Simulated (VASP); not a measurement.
Input of a VASP 6.6.1 run:

The input INCAR:

```
SYSTEM = Y
PREC     = Accurate       ! precision mode
ENCUT    = 520            ! plane-wave cutoff, eV
EDIFF    = 1E-7           ! SCF threshold, eV
ISMEAR   = -1             ! smearing method
SIGMA    = 0.05           ! smearing width, eV
LREAL    = .FALSE.        ! projectors in reciprocal space
LASPH    = .TRUE.         ! aspherical terms in the spheres
NELM     = 80             ! most SCF steps
ALGO     = Normal         ! electronic algorithm
ISIF     = 2              ! what is computed and relaxed
LWAVE    = .FALSE.        ! write WAVECAR
LCHARG   = .FALSE.        ! write CHGCAR
GGA      = CA             ! functional
NBANDS   = 18             ! bands
```

KPOINTS

```
Automatic mesh
0
G
  17 17 9
  0 0 0
```

File POSCAR:

```
Y
1.0
    2.5434218489      0.0000000000      0.0000000000
   -1.2717109245      2.2026679337      0.0000000000
    0.0000000000      0.0000000000      4.3399364394
Y
2
Direct
    0.3333333333      0.6666666667      0.2500000000
    0.6666666667      0.3333333333      0.7500000000
```

Potentials or basis: VASP PAW LDA potentials, release 64 (Y_sv).

The run is started by

```bash
$ cat potpaw_LDA.64/Y_sv/POTCAR > POTCAR
$ mpirun -np 1 vasp_std > vasp.out
```

(1) Estimate the band gap on the k mesh.

(2) What does it give for the pressure?

Results:

(1) zero (band 11 reaches 11.92 eV, above the bottom of band 12 at 7.58 eV).

(2) 161.3 GPa.
